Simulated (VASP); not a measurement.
# MgC8 (P6/mmm) in VASP: density of states with PBE

Aim: the density of states of MgC8 with PBE.

Program: VASP 6.6.1. These are calculated values, not measurements. Logs are shortened: lines on timing, memory, paths and dates and some standing lists are left out, and cuts for length are marked.

**1. The cell of the first run**

It takes space group P6/mmm (No. 191, hexagonal). The conventional cell has a = 6.328 Å, b = 6.328 Å, c = 6.237 Å, α = 90.00°, β = 90.00°, γ = 120.00°. Mg (site symmetry 6/mmm) has 6 C at 2.51 Å within 3.3 Å. Within 1.8 Å of C (site symmetry m2m) lie 1 C at 1.31 Å. Within 2.6 Å of C (site symmetry -6m2) lie 6 C at 1.94 Å.

**2. Density of states, PBE**

The input, POSCAR:

```
MgC8
1.0
    6.3284870114      0.0000000000      0.0000000000
   -3.1642435057      5.4806305194      0.0000000000
    0.0000000000      0.0000000000      6.2373726630
Mg C
1 8
Direct
    0.0000000000      0.0000000000      0.5000000000
    0.6036828083      0.0000000000      0.5000000000
    0.0000000000      0.6036828083      0.5000000000
    0.3963171917      0.3963171917      0.5000000000
    0.3963171917      0.0000000000      0.5000000000
    0.0000000000      0.3963171917      0.5000000000
    0.6036828083      0.6036828083      0.5000000000
    0.3333333333      0.6666666667      0.5000000000
    0.6666666667      0.3333333333      0.5000000000
```

The input, INCAR.step1:

```
SYSTEM = MgC8
ALGO     = Normal         ! electronic algorithm
EDIFF    = 1E-7           ! SCF threshold, eV
ENCUT    = 520            ! plane-wave cutoff, eV
GGA      = PE             ! functional
ISIF     = 2              ! what is computed and relaxed
ISMEAR   = 0              ! smearing method
LASPH    = .True.         ! aspherical terms in the spheres
LCHARG   = .True.         ! write CHGCAR
LREAL    = .False.        ! projectors in reciprocal space
LWAVE    = .False.        ! write WAVECAR
NBANDS   = 27             ! bands
NELM     = 100            ! most SCF steps
PREC     = Accurate       ! precision mode
SIGMA    = 0.1            ! smearing width, eV
```

The input, KPOINTS.step1:

```
k-points
0
Gamma
  9 9 6
  0 0 0
```

The input, INCAR.step2:

```
SYSTEM = MgC8
ALGO     = Normal         ! electronic algorithm
EDIFF    = 1E-7           ! SCF threshold, eV
ENCUT    = 520            ! plane-wave cutoff, eV
GGA      = PE             ! functional
ICHARG   = 11             ! starting density
ISIF     = 2              ! what is computed and relaxed
ISMEAR   = -5             ! smearing method
LASPH    = .True.         ! aspherical terms in the spheres
LCHARG   = .False.        ! write CHGCAR
LORBIT   = 11             ! projections on sites
LREAL    = .False.        ! projectors in reciprocal space
LWAVE    = .False.        ! write WAVECAR
NEDOS    = 2001           ! points of the DOS
NELM     = 100            ! most SCF steps
PREC     = Accurate       ! precision mode
SIGMA    = 0.1            ! smearing width, eV
```

The input, KPOINTS.step2:

```
k-points
0
Gamma
  14 14 9
  0 0 0
```

Potentials or basis: VASP PAW PBE potentials, release 64 (Mg, C).

Launch:

```bash
$ cat potpaw_PBE.64/Mg/POTCAR potpaw_PBE.64/C/POTCAR > POTCAR
$ cp INCAR.step1 INCAR
$ cp KPOINTS.step1 KPOINTS
$ mpirun -np 1 vasp_std > vasp.out
$ cp INCAR.step2 INCAR
$ cp KPOINTS.step2 KPOINTS
$ mpirun -np 1 vasp_std > vasp.out
```

OUTCAR:

```text
SYSTEM = MgC8
   EDIFF = 1E-7
   ENCUT = 520
   GGA = PE
   ICHARG = 11
   ISIF = 2
   ISMEAR = -5
   LASPH = .True.
   LORBIT = 11
   LREAL = .False.
   NELM = 100
   PREC = Accurate

 ion  position               nearest neighbor table
   1  0.000  0.000  0.500-   2 2.51   5 2.51   4 2.51   3 2.51   6 2.51   7 2.51
   2  0.604  0.000  0.500-   5 1.31   9 1.94   8 1.94   1 2.51
   3  0.000  0.604  0.500-   6 1.31   8 1.94   9 1.94   1 2.51
   4  0.396  0.396  0.500-   7 1.31   9 1.94   8 1.94   1 2.51
   5  0.396  0.000  0.500-   2 1.31   8 1.94   9 1.94   1 2.51
   6  0.000  0.396  0.500-   3 1.31   9 1.94   8 1.94   1 2.51
   7  0.604  0.604  0.500-   4 1.31   8 1.94   9 1.94   1 2.51
   8  0.333  0.667  0.500-   3 1.94   5 1.94   6 1.94   2 1.94   7 1.94   4 1.94
   9  0.667  0.333  0.500-   6 1.94   2 1.94   3 1.94   5 1.94   4 1.94   7 1.94

  LATTYP: Found a hexagonal cell.
 ALAT       =     6.3284870114
 C/A-ratio  =     0.9856025068

  Lattice vectors:

 A1 = (   6.3284870114,   0.0000000000,   0.0000000000)
 A2 = (  -3.1642435057,   5.4806305194,   0.0000000000)
 A3 = (   0.0000000000,   0.0000000000,   6.2373726630)

Analysis of symmetry for initial positions (statically):
=====================================================================
 Subroutine PRICEL returns:
 Original cell was already a primitive cell.

 Routine SETGRP: Setting up the symmetry group for a
 hexagonal supercell.

 Subroutine GETGRP returns: Found 24 space group operations
 (whereof 24 operations were pure point group operations)
 out of a pool of 24 trial point group operations.

The static configuration has the point symmetry D_6h.

Analysis of symmetry for dynamics (positions and initial velocities):
=====================================================================
 Subroutine PRICEL returns:
 Original cell was already a primitive cell.

 Routine SETGRP: Setting up the symmetry group for a
 hexagonal supercell.

 Subroutine GETGRP returns: Found 24 space group operations
 (whereof 24 operations were pure point group operations)
 out of a pool of 24 trial point group operations.

The dynamic configuration has the point symmetry D_6h.

 Subroutine INISYM returns: Found 24 space group operations
 (whereof 24 operations are pure point group operations),
 and found     1 'primitive' translations

----------------------------------------------------------------------------------------

                                     Primitive cell

  volume of cell :     216.3377

  direct lattice vectors                    reciprocal lattice vectors
     6.328487011  0.000000000  0.000000000     0.158015652  0.091230379  0.000000000
    -3.164243506  5.480630519  0.000000000     0.000000000  0.182460758  0.000000000
     0.000000000  0.000000000  6.237372663     0.000000000  0.000000000  0.160323914

  length of vectors
     6.328487011  6.328487011  6.237372663     0.182460758  0.182460758  0.160323914

  position of ions in fractional coordinates (direct lattice)
     0.000000000  0.000000000  0.500000000
     0.603682808  0.000000000  0.500000000
     0.000000000  0.603682808  0.500000000
     0.396317192  0.396317192  0.500000000
     0.396317192  0.000000000  0.500000000
     0.000000000  0.396317192  0.500000000
     0.603682808  0.603682808  0.500000000
     0.333333333  0.666666667  0.500000000
     0.666666667  0.333333333  0.500000000

  ion indices of the primitive-cell ions
   primitive index   ion index
                 1           1
                 2           2
                 3           3
                 4           4
                 5           5
                 6           6
                 7           7
                 8           8
                 9           9

----------------------------------------------------------------------------------------

 KPOINTS: k-points

Automatic generation of k-mesh.
 Grid dimensions read from file:
 generate k-points for:   14   14    9

 Generating k-lattice:

  Cartesian coordinates                     Fractional coordinates (reciprocal lattice)
     0.011286832  0.006516456  0.000000000     0.071428571 -0.000000000  0.000000000
     0.000000000  0.013032911  0.000000000     0.000000000  0.071428571  0.000000000
     0.000000000  0.000000000  0.017813768     0.000000000  0.000000000  0.111111111

  Length of vectors
     0.013032911  0.013032911  0.017813768

  Shift w.r.t. Gamma in fractional coordinates (k-lattice)
     0.000000000  0.000000000  0.000000000

 TETIRR: Found   1729 inequivalent tetrahedra from    10584

 Subroutine IBZKPT returns following result:
 ===========================================

 Found    120 irreducible k-points:

 Following reciprocal coordinates:
            Coordinates               Weight
  0.000000  0.000000  0.000000      1.000000
  0.071429  0.000000  0.000000      6.000000
  0.142857  0.000000  0.000000      6.000000
  0.214286  0.000000  0.000000      6.000000
  0.285714 -0.000000  0.000000      6.000000
  0.357143  0.000000  0.000000      6.000000
[... 16 lines left out ...]
  0.285714  0.285714  0.000000      6.000000
  0.357143  0.285714  0.000000      6.000000
 [... further k-points ...]
   k-points           NKPTS =    120   k-points in BZ     NKDIM =    120   number of bands    NBANDS=     22
   number of dos      NEDOS =   2001   number of ions     NIONS =      9
   total plane-waves  NPLWV = 110592
   dimension x,y,z NGX =    48 NGY =   48 NGZ =   48
   dimension x,y,z NGXF=    96 NGYF=   96 NGZF=   96
   ions per type =               1   8
   NGX,Y,Z   is equivalent  to a cutoff of  12.61, 12.61, 12.79 a.u.
   NGXF,Y,Z  is equivalent  to a cutoff of  25.22, 25.22, 25.59 a.u.
 SYSTEM =  MgC8
   PREC   = accura    normal or accurate (medium, high low for compatibility)
   ISTART =      0    job   : 0-new  1-cont  2-samecut
   ICHARG =     11    charge: 1-file 2-atom 10-const
   ISPIN  =      1    spin polarized calculation?
   LNONCOLLINEAR =      F non collinear calculations
   LSORBIT =      F    spin-orbit coupling
   LASPH  =      T    aspherical Exc in radial PAW
   ENCUT  =  520.0 eV  38.22 Ry    6.18 a.u.  11.77 11.77 11.60*2*pi/ulx,y,z
   NELM   =    100;   NELMIN=  2; NELMDL=  0     # of ELM steps
   EDIFF  = 0.1E-06   stopping-criterion for ELM
   LREAL  =      F    real-space projection
   EDIFFG = 0.1E-05   stopping-criterion for IOM
   NSW    =      0    number of steps for IOM
   IBRION =     -1    ionic relax: 0-MD 1-quasi-New 2-CG
   NFREE  =      0    steps in history (QN), initial steepest desc. (CG)
   ISIF   =      2    stress and relaxation
   ISYM   =      2    0-nonsym 1-usesym 2-fastsym
   POTIM  = 0.5000    time-step for ionic-motion
   TEBEG  =    0.0;   TEEND  =   0.0 temperature during run
   PSTRESS=    0.0 pullay stress
   NELECT =      34.0000    total number of electrons
   NUPDOWN=      -1.0000    fix difference up-down
   EMIN   =  10.00;   EMAX   =-10.00  energy-range for DOS
   EFERMI =   0.00;   METHOD = LEGACY
   ISMEAR =    -5;   SIGMA  =   0.10  broadening in eV -4-tet -1-fermi 0-gaus
   EFERMI_NEDOS =   21; number of points for ismear=-14 and -15
   IALGO  =     38    algorithm
   IMIX   =      4    mixing-type and parameters
     AMIX     =   0.40;   BMIX     =  1.00
     AMIX_MAG =   1.60;   BMIX_MAG =  1.00
  volume/ion in A,a.u.               =      24.04       162.21
  Fermi-wavevector in a.u.,A,eV,Ry     =   0.883467  1.669511 10.619542  0.780514
  Thomas-Fermi vector in A             =   2.004237
   LORBIT       =     11    0 simple, 1 ext, 2 COOP (PROOUT), +10 PAW based schemes
   GGA     = PE    functional components
   LHFCALC =     F    Hartree Fock is set to
   AEXX    =    0.0000 exact exchange contribution
   IVDW    =     0    specifies the selected vdW correction
   LEPSILON=     F    determine dielectric tensor
   LRPA    =     F    only Hartree local field effects (RPA)
 non-spin polarized calculation
 Fermi weights with tetrahedron method with Bloechl corrections
  energy-cutoff  :      520.00
  volume of cell :      216.34
 maximum number of plane-waves:      5873
 NGX is ok and might be reduce to    48

 number of electron      34.0000004 magnetization

 Free energy of the ion-electron system (eV)
  ---------------------------------------------------
  ext. energy  EPLUGINS =         0.00000000
  ---------------------------------------------------
  free energy    TOTEN  =       -50.66280037 eV

  energy without entropy =      -50.66280037  energy(sigma->0) =      -50.66280037

 E-fermi :  -0.8740     XC(G=0):  -5.9058

 val. band max:       -0.8898487369   @ k =   0.4286   0.0000   0.4444
 cond. band min:      -0.8648557712   @ k =   0.1429   0.1429   0.0000
 fundamental gap:      0.0249929657
 Fermi energy:        -0.8740338757

 k-point     1 :       0.0000    0.0000    0.0000
  band No.  band energies     occupation
      1     -17.6252      2.00000
      2     -15.7182      2.00000
      3     -15.7181      2.00000
      4     -13.1404      2.00000
      5      -8.8919      2.00000
      6      -8.8919      2.00000
[... 14 lines left out ...]
     21       1.8905      0.00000
     22       1.8907      0.00000

 k-point     2 :       0.0714    0.0000    0.0000
  band No.  band energies     occupation
      1     -17.6122      2.00000
      2     -15.7643      2.00000
      3     -15.7192      2.00000
      4     -13.0739      2.00000
      5      -8.9285      2.00000
      6      -8.8626      2.00000
[... 14 lines left out ...]
     21       1.9056      0.00000
     22       1.9205      0.00000

 k-point     3 :       0.1429    0.0000    0.0000
  band No.  band energies     occupation
      1     -17.5737      2.00000
      2     -15.8887      2.00000
      3     -15.7223      2.00000
      4     -12.8896      2.00000
      5      -9.0338      2.00000
      6      -8.7755      2.00000
[... 14 lines left out ...]
     21       1.9064      0.00000
     22       2.0058      0.00000
[... 476 lines left out ...]
 k-point    23 :       0.2857    0.2857    0.0000
  band No.  band energies     occupation
      1     -17.0846      2.00000
      2     -16.7790      2.00000
      3     -15.7532      2.00000
      4     -11.2368      2.00000
      5     -10.4251      2.00000
      6      -8.1653      2.00000
[... 14 lines left out ...]
     21       1.4321      0.00000
     22       2.0007      0.00000

 k-point    24 :       0.3571    0.2857    0.0000
  band No.  band energies     occupation
      1     -17.0044      2.00000
      2     -16.8697      2.00000
      3     -15.7551      2.00000
      4     -11.0195      2.00000
      5     -10.6455      2.00000
      6      -8.1941      2.00000
[... 14 lines left out ...]
     21       1.4018      0.00000
     22       1.9130      0.00000

 [... further k-points ...]
[... 5 lines left out ...]
  --------------------------------------------------------------------------------------
  -------------------------------------------------------------------------------------
  Total        0.3849357      0.3849357      0.5081579      0.0000000      0.0000000      0.0000000
  in kB        2.8507996      2.8507996      3.7633722      0.0000000      0.0000000      0.0000000
  external PRESSURE =       3.1549905 kB  Pullay stress =       0.0000000 kB

 VOLUME and BASIS-vectors are now :
 -----------------------------------------------------------------------------
  energy-cutoff  :      520.00
  volume of cell :      216.34
      direct lattice vectors                 reciprocal lattice vectors
     6.328487011  0.000000000  0.000000000     0.158015652  0.091230379  0.000000000
    -3.164243506  5.480630519  0.000000000     0.000000000  0.182460758  0.000000000
     0.000000000  0.000000000  6.237372663     0.000000000  0.000000000  0.160323914

 POSITION                                       TOTAL-FORCE (eV/Angst)
 -----------------------------------------------------------------------------------
      0.00000      0.00000      3.11869        -0.000000     -0.000000     -0.000000
      3.82040      0.00000      3.11869         0.007785     -0.000000      0.000000
     -1.91020      3.30856      3.11869        -0.003893      0.006742     -0.000000
      1.25404      2.17207      3.11869        -0.003893     -0.006742     -0.000000
      2.50809      0.00000      3.11869        -0.007785     -0.000000      0.000000
     -1.25404      2.17207      3.11869         0.003893     -0.006742     -0.000000
      1.91020      3.30856      3.11869         0.003893      0.006742      0.000000
     -0.00000      3.65375      3.11869        -0.000000     -0.000000     -0.000000
      3.16424      1.82688      3.11869        -0.000000      0.000000     -0.000000
 -----------------------------------------------------------------------------------
    total drift:                               -0.000000      0.000000      0.000000

  FREE ENERGIE OF THE ION-ELECTRON SYSTEM (eV)
  ---------------------------------------------------
  free  energy   TOTEN  =       -50.6628003730 eV

  energy  without entropy=      -50.6628003730  energy(sigma->0) =      -50.66280037

 total charge

# of ion       s       p       d       tot
------------------------------------------
    1        0.115   0.082   0.027   0.224
    2        0.980   1.426   0.000   2.406
    3        0.980   1.426   0.000   2.406
    4        0.980   1.426   0.000   2.406
    5        0.980   1.426   0.000   2.406
    6        0.980   1.426   0.000   2.406
    7        0.980   1.426   0.000   2.406
    8        1.027   1.069   0.000   2.096
    9        1.027   1.069   0.000   2.096
--------------------------------------------------
tot          8.049  10.776   0.027  18.852
```

Wall time 10 min (1 thread of Intel Xeon Platinum 8488C (Sapphire Rapids), shared host); peak memory 0.64 GiB.

Results:

```yaml
Valence_electrons_inside_the_program's_atomic_spheres: Mg 0.22; C 2.41, 2.10
```

Caveat: tetrahedron occupations give inexact forces and stress in metals.
